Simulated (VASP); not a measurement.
Input of a VASP 6.6.1 run:

INCAR

```
SYSTEM = TiAl
PREC = Accurate
ENCUT = 520
EDIFF = 1E-6
ISMEAR = 0
SIGMA = 0.15
LREAL = .False.
LASPH = .True.
NELM = 60
ALGO = Normal
ISIF = 2
LWAVE = .False.
LCHARG = .True.
GGA = PE
LELF = .True.
LVHAR = .True.
NBANDS = 14
```

The input KPOINTS:

```
Automatic mesh
0
Gamma
  18 18 10
  0 0 0
```

POSCAR

```
TiAl
1.0
    2.7369000000      0.0000000000      0.0000000000
   -1.3684500000      2.3702249276      0.0000000000
    0.0000000000      0.0000000000      5.0668000000
Ti Al
1 1
Direct
    0.0000000000      0.0000000000      0.0000000000
    0.3333333333      0.6666666667      0.5000000000
```

Potentials or basis: VASP PAW PBE potentials, release 64 (Ti_sv, Al).

Command:

```sh
$ cat potpaw_PBE.64/Ti_sv/POTCAR potpaw_PBE.64/Al/POTCAR > POTCAR
$ mpirun -np 1 vasp_std > vasp.out
```

Question: Estimate the band gap on the k mesh.

Answer: Zero (an odd number of electrons rules out a gap without spin polarisation).

Question: Estimate the pressure.

Answer: 2.0 GPa.

Stress tensor (GPa, compression positive):
```
  9.94   0.00   0.00
  0.00   9.94   0.00
  0.00   0.00 -13.83
```

Caveat: the stress differs along the axes, from -14 to 10 GPa.
